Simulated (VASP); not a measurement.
# NaMg6Sb (Amm2) in VASP: a series of runs, part 2 of 2

VASP 6.6.1. Earlier steps stand in the parts before.

### 4 Single point, PBE

This run uses another cell than the first one, of 24.42 Å³/atom.

The input, INCAR:

```
SYSTEM = NaMg6Sb
ALGO = Normal ; EDIFF = 1E-7
ENCUT = 520 ; GGA = PE
ISIF = 2 ; ISMEAR = -1
LASPH = .TRUE. ; LCHARG = .FALSE.
LREAL = .FALSE. ; LWAVE = .FALSE.
NBANDS = 22 ; NELM = 80
PREC = Accurate ; SIGMA = 0.05
```

The input, KPOINTS:

```
k-points
0
G
  5 5 5
  0 0 0
```

The input, POSCAR:

```
NaMg6Sb
1.0
    5.3074957461      0.0000000000      0.0000000000
    0.0000000000      3.1978732489      5.7556456863
    0.0000000000     -3.1978732489      5.7556456863
Sb Mg Na
1 6 1
Direct
    0.0000000000      0.6657290000      0.6657290000
    0.5000000000      0.8362990000      0.8362990000
    0.5000000000      0.3357240000      0.3357240000
    0.5000000000      0.3305960000      0.8318680000
    0.5000000000      0.8318680000      0.3305960000
    0.0000000000      0.1680800000      0.6645300000
    0.0000000000      0.6645300000      0.1680800000
    0.0000000000      0.1671700000      0.1671700000
```

Potentials or basis: VASP PAW PBE potentials, release 64 (Sb, Mg, Na_pv).

Started as:

```sh
cat potpaw_PBE.64/Sb/POTCAR potpaw_PBE.64/Mg/POTCAR potpaw_PBE.64/Na_pv/POTCAR > POTCAR
mpirun -np 1 vasp_std > vasp.out
```

OUTCAR:

```text
SYSTEM = NaMg6Sb
   EDIFF = 1E-7
   ENCUT = 520
   GGA = PE
   ISIF = 2
   ISMEAR = -1
   LASPH = .TRUE.
   LREAL = .FALSE.
   NELM = 80
   PREC = Accurate

 ion  position               nearest neighbor table
   1  0.000  0.666  0.666-   8 3.20   8 3.20   4 3.25   5 3.25   4 3.25   5 3.25   6 3.28   7 3.28
                             2 3.30   2 3.30   7 3.30   6 3.30
   2  0.500  0.836  0.836-   3 3.20   3 3.20   6 3.24   7 3.24   6 3.24   7 3.24   4 3.24   5 3.24
                             1 3.30   1 3.30   4 3.35   5 3.35
   3  0.500  0.336  0.336-   2 3.20   2 3.20   6 3.23   7 3.23   6 3.23   7 3.23   4 3.25   5 3.25
                             4 3.34   5 3.34
   4  0.500  0.331  0.832-   5 3.19   5 3.21   2 3.24   3 3.25   1 3.25   1 3.25   6 3.26   6 3.26
                             3 3.34   2 3.35
   5  0.500  0.832  0.331-   4 3.19   4 3.21   2 3.24   3 3.25   1 3.25   1 3.25   7 3.26   7 3.26
                             3 3.34   2 3.35
   6  0.000  0.168  0.665-   7 3.18   7 3.22   3 3.23   3 3.23   2 3.24   2 3.24   4 3.26   4 3.26
                             1 3.28   1 3.30
   7  0.000  0.665  0.168-   6 3.18   6 3.22   3 3.23   3 3.23   2 3.24   2 3.24   5 3.26   5 3.26
                             1 3.28   1 3.30
   8  0.000  0.167  0.167-   1 3.20   1 3.20

  LATTYP: Found a base centered orthorhombic cell.
 ALAT       =     6.3957464978
 B/A-ratio  =     1.7998354651
 C/A-ratio  =     0.8298477352

  Lattice vectors:

 A1 = (   0.0000000000,   3.1978732489,  -5.7556456863)
 A2 = (   0.0000000000,   3.1978732489,   5.7556456863)
 A3 = (   5.3074957461,   0.0000000000,   0.0000000000)

Analysis of symmetry for initial positions (statically):
=====================================================================
 Subroutine PRICEL returns:
 Original cell was already a primitive cell.

 Routine SETGRP: Setting up the symmetry group for a
 base centered orthorhombic supercell.

 Subroutine GETGRP returns: Found  4 space group operations
 (whereof  4 operations were pure point group operations)
 out of a pool of  8 trial point group operations.
[... 152 lines left out ...]
   GGA     = PE    functional components
   LHFCALC =     F    Hartree Fock is set to
   AEXX    =    0.0000 exact exchange contribution
   IVDW    =     0    specifies the selected vdW correction
   LEPSILON=     F    determine dielectric tensor
   LRPA    =     F    only Hartree local field effects (RPA)
 non-spin polarized calculation
  energy-cutoff  :      520.00
  volume of cell :      195.38
 maximum number of plane-waves:      5284
 NGX is ok and might be reduce to    40
   NGX = 19   NGY = 25   NGZ = 25

 number of electron      23.9999996 magnetization

 Free energy of the ion-electron system (eV)
  ---------------------------------------------------
  ext. energy  EPLUGINS =         0.00000000
  ---------------------------------------------------
  free energy    TOTEN  =       -14.77924958 eV

  energy without entropy =      -14.75825894  energy(sigma->0) =      -14.76875426

 E-fermi :   3.1347     XC(G=0):  -8.5240

 val. band max:        3.0790613634   @ k =   0.4000   0.0000   0.0000
 cond. band min:       3.1647219111   @ k =   0.4000  -0.2000   0.2000
 fundamental gap:      0.0856605477
 Fermi energy:         3.1347224813

 k-point     1 :       0.0000    0.0000    0.0000
  band No.  band energies     occupation
      1     -21.1042      2.00000
      2     -21.0949      2.00000
      3     -21.0925      2.00000
      4      -6.4049      2.00000
      5      -1.8898      2.00000
      6      -0.3088      2.00000
[... 589 lines left out ...]
     21       6.8974      0.00000
     22       7.1627      0.00000

 [... further k-points ...]

------------------------ aborting loop because EDIFF is reached ----------------------------------------

  FORCE on cell =-STRESS in cart. coord.  units (eV):
  Direction    XX          YY          ZZ          XY          YZ          ZX
  --------------------------------------------------------------------------------------
  -------------------------------------------------------------------------------------
  Total       -2.5417839     -0.3625391     -0.1210011      0.0000000      0.0000000      0.0000000
  in kB      -20.8436731     -2.9729697     -0.9922586      0.0000000      0.0000000      0.0000000
  external PRESSURE =      -8.2696338 kB  Pullay stress =       0.0000000 kB

 VOLUME and BASIS-vectors are now :
 -----------------------------------------------------------------------------
  energy-cutoff  :      520.00
  volume of cell :      195.38
      direct lattice vectors                 reciprocal lattice vectors
     5.307495746  0.000000000  0.000000000     0.188412775  0.000000000  0.000000000
     0.000000000  3.197873249  5.755645686     0.000000000  0.156353914  0.086871226
     0.000000000 -3.197873249  5.755645686     0.000000000 -0.156353914  0.086871226

 POSITION                                       TOTAL-FORCE (eV/Angst)
 -----------------------------------------------------------------------------------
      0.00000      0.00000      7.66340         0.000000      0.000000     -0.060830
      2.65375      0.00000      9.62688         0.000000      0.000000      0.144836
      2.65375      0.00000      3.86462         0.000000      0.000000      0.019406
      2.65375     -1.60300      6.69073         0.000000     -0.086975     -0.077149
      2.65375      1.60300      6.69073         0.000000      0.086975     -0.077149
      0.00000     -1.58758      4.79221         0.000000     -0.013215      0.014507
      0.00000      1.58758      4.79221         0.000000      0.013215      0.014507
      0.00000      0.00000      1.92434         0.000000      0.000000      0.021875
 -----------------------------------------------------------------------------------
    total drift:                               -0.000000     -0.000000     -0.000342

  FREE ENERGIE OF THE ION-ELECTRON SYSTEM (eV)
  ---------------------------------------------------
  free  energy   TOTEN  =       -14.7792495830 eV

  energy  without entropy=      -14.7582589410  energy(sigma->0) =      -14.76875426
```

OSZICAR:

```text
N       E                     dE             d eps       ncg     rms          rms(c)
DAV:   1     0.792708448506E+02    0.79271E+02   -0.89747E+03  1196   0.863E+02
DAV:   2    -0.928093993108E+01   -0.88552E+02   -0.85143E+02  1274   0.169E+02
DAV:   3    -0.149037400751E+02   -0.56228E+01   -0.55319E+01  1540   0.415E+01
DAV:   4    -0.150215951141E+02   -0.11786E+00   -0.11762E+00  1418   0.587E+00
DAV:   5    -0.150243547312E+02   -0.27596E-02   -0.27595E-02  1594   0.106E+00    0.298E+00
DAV:   6    -0.148265881885E+02    0.19777E+00   -0.25596E-01  1384   0.173E+00    0.158E+00
DAV:   7    -0.147878959424E+02    0.38692E-01   -0.17981E-01  1482   0.131E+00    0.706E-01
DAV:   8    -0.147799325044E+02    0.79634E-02   -0.20795E-02  1368   0.573E-01    0.322E-01
DAV:   9    -0.147793705189E+02    0.56199E-03   -0.37125E-03  1380   0.268E-01    0.461E-02
DAV:  10    -0.147792453931E+02    0.12513E-03   -0.51312E-04  1398   0.904E-02    0.175E-02
DAV:  11    -0.147792518351E+02   -0.64420E-05   -0.84553E-05  1442   0.340E-02    0.150E-02
DAV:  12    -0.147792496765E+02    0.21585E-05   -0.74155E-06  1424   0.968E-03    0.381E-03
DAV:  13    -0.147792496633E+02    0.13278E-07   -0.21014E-06  1410   0.487E-03    0.143E-03
DAV:  14    -0.147792495830E+02    0.80222E-07   -0.36904E-07  1374   0.217E-03
   1 F= -.14779250E+02 E0= -.14768754E+02  d E =-.209906E-01
```

stdout:

```text
POSCAR found type information on POSCAR SbMgNa
 POSCAR found :  3 types and       8 ions
 scaLAPACK will be used
 LDA part: xc-table for (Slater+PW92), standard interpolation
 POSCAR, INCAR and KPOINTS ok, starting setup
 FFT: planning ... GRIDC
 FFT: planning ... GRID_SOFT
 FFT: planning ... GRID
 WAVECAR not read
 entering main loop
```

Wall time 57 s (1 thread of AMD EPYC 9R45 (Zen 5), shared host); peak memory 0.34 GiB.

Results:

```yaml
Free_energy: -14.7792 eV
Pressure: -0.8 GPa
Largest_force: 0.145 eV/Å
Band_gap_on_the_k_mesh: zero (bands 12 and 13 overlap by 0.77 eV)
```

Forces on the atoms (eV/Å):
```
Sb   0.000  0.000 -0.061
Mg   0.000  0.000  0.145
Mg   0.000  0.000  0.019
Mg   0.000 -0.087 -0.077
Mg   0.000  0.087 -0.077
Mg   0.000 -0.013  0.015
Mg   0.000  0.013  0.015
Na   0.000  0.000  0.022
```

Caveat: spin-orbit coupling is left out, which moves the levels of the heavy elements.

### 5 Single point, PBE

This run uses another cell than the first one, of 24.90 Å³/atom.

The input, INCAR:

```
  PREC = Accurate
  ENCUT = 520
  EDIFF = 1E-6
  ISMEAR = -1
  SIGMA = 0.05
  LREAL = F
  LASPH = T
  NELM = 60
  ALGO = Normal
  ISIF = 2
  LWAVE = F
  LCHARG = F
  GGA = PE
  NBANDS = 22
```

The input, KPOINTS:

```
Automatic mesh
0
Gamma
  5 5 5
```

POSCAR: that of step 4 with these lines changed.

```diff
@@ -2,5 +2,5 @@
 1.0
-    5.3074957461      0.0000000000      0.0000000000
-    0.0000000000      3.1978732489      5.7556456863
-    0.0000000000     -3.1978732489      5.7556456863
+    5.3419609699      0.0000000000      0.0000000000
+    0.0000000000      3.2186392415      5.7930210562
+    0.0000000000     -3.2186392415      5.7930210562
 Sb Mg Na
```

Started as:

```sh
cat potpaw_PBE.64/Sb/POTCAR potpaw_PBE.64/Mg/POTCAR potpaw_PBE.64/Na_pv/POTCAR > POTCAR
mpirun -np 1 vasp_std > vasp.out
```

Run time: 54 s. Hardware: 1 thread of AMD EPYC 9R45 (Zen 5), shared host; peak memory 0.34 GiB.

It converged, with:

```
Free energy            : -14.7524 eV
Pressure               : -1.4 GPa
Largest force          : 0.141 eV/Å
Band gap on the k mesh : zero (bands 12 and 13 overlap by 0.78 eV)
```

Forces in eV/Å, atoms in the order of the input:
```
Sb   0.000  0.000 -0.065
Mg   0.000  0.000  0.141
Mg   0.000  0.000  0.027
Mg   0.000 -0.077 -0.075
Mg   0.000  0.077 -0.075
Mg   0.000 -0.008  0.012
Mg   0.000  0.008  0.012
Na   0.000  0.000  0.022
```

Stress tensor (GPa, compression positive):
```
-2.61  0.00  0.00
 0.00 -0.94  0.00
 0.00  0.00 -0.68
```

Levels at points of the mesh, in eV from the Fermi level:
```tsv
k point	band 8	band 9	band 10	band 11	band 12	band 13	band 14	band 15	band 16	band 17
(0.00, 0.00, 0.00)	-2.66	-2.00	-1.83	-1.70	-0.89	0.67	1.53	1.79	2.05	2.55
```

Caveat: spin-orbit coupling is left out, which moves the levels of the heavy elements.

### 6 Overview

| cell | gap on the mesh (eV) | pressure (GPa) | largest force (eV/Å) |
| --- | --- | --- | --- |
| a = 5.237, b = 6.497, c = 6.497 Å, angles 58.1, 90.0, 90.0°, 8 atoms | none | 0.5 | 0.15 |
| a = 5.273, b = 6.541, c = 6.541 Å, angles 58.1, 90.0, 90.0°, 8 atoms | none | -0.2 | 0.15 |
| a = 5.307, b = 6.584, c = 6.584 Å, angles 58.1, 90.0, 90.0°, 8 atoms | none | -0.8 | 0.14 |
| a = 5.342, b = 6.627, c = 6.627 Å, angles 58.1, 90.0, 90.0°, 8 atoms | none | -1.4 | 0.14 |

Alike in all rows: task single point; level PBE; potentials or basis VASP PAW PBE potentials, release 64 (Sb, Mg, Na_pv); no spin polarisation; k mesh 5 × 5 × 5; cutoff (eV) 520; smearing fermi-dirac 0.05 eV.

Caveats: spin-orbit coupling is left out, which moves the levels of the heavy elements.

Total energies depend on the potentials used, so only differences within one code and one set of settings carry meaning.

The gap in the log of VASP goes by the Fermi energy; the results here count the filled bands.